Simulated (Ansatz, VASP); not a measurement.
**One calculation of Hg, two programs**

INCAR

```
SYSTEM = Hg
PREC = Accurate
ENCUT = 520
EDIFF = 1E-6
ISMEAR = 0
SIGMA = 0.15
LREAL = .False.
LASPH = .True.
NELM = 100
ALGO = Fast
ISIF = 2
LWAVE = .False.
LCHARG = .False.
GGA = PS
IVDW = 12
NBANDS = 19
```

The input KPOINTS:

```
Automatic mesh
0
Gamma
  18 18 10
  0 0 0
```

POSCAR

```
Hg
1.0
    3.2360189424      0.0000000000      0.0000000000
   -1.6180094712      2.8024746112      0.0000000000
    0.0000000000      0.0000000000      5.1867594372
Hg
2
Direct
    0.6666666667      0.3333333333      0.7500000000
    0.3333333333      0.6666666667      0.2500000000
```

Input for Ansatz:

```yaml
crystal:
  lattice:
    - [3.2360189424, 0.0, 0.0]
    - [-1.6180094712, 2.8024746112, 0.0]
    - [0.0, 0.0, 5.1867594372]
  atoms:
    - { symbol: Hg, position: [0.6666666667, 0.3333333333, 0.75] }
    - { symbol: Hg, position: [0.3333333333, 0.6666666667, 0.25] }
basis:
  ecutwfc: 420
kpoints:
  mp_grid: { grid: [18, 18, 10] }
hamiltonian:
  xc: pbesol
  dispersion: d3bj
scf:
  occupations: { method: gaussian, width: 0.15 }
output:
  forces: true
  stress: true
  eigenvalues: true
  write_density: true
  write_potential: true
  elf: true
  volumetric_format: npy
```

Alike in both runs: task single point; functional PBEsol; dispersion D3(BJ); k mesh 18 × 18 × 10; occupations gaussian, width 0.15 eV; no spin polarisation.

```csv
,VASP,Ansatz
version,VASP 6.6.1,Ansatz 0.2.0
potentials or method,"VASP PAW PBE potentials, release 64 (Hg), cutoff 520 eV","scalar-relativistic, plane waves, PAW"
valence electrons in the cell,24,40
```

VASP gave:

| Quantity | Value |
| --- | --- |
| gap on the k mesh at the Fermi level (eV) | none |
| pressure (GPa) | -2.4 |
| traceless stress, the component that is largest in VASP (GPa) | -0.27 |

Estimate Ansatz's values.

gap on the k mesh at the Fermi level (eV): none; pressure (GPa): -2.7; traceless stress, the component that is largest in VASP (GPa): -0.28.

VASP's potentials were made for PBE, not for PBEsol. A gap of «none» marks a metal or a gap that the smearing closes. VASP's potentials hold 24 valence electrons a cell and Ansatz's 40, so a difference there can come from the potentials and not from the codes.

Neither program's run includes spin-orbit coupling.
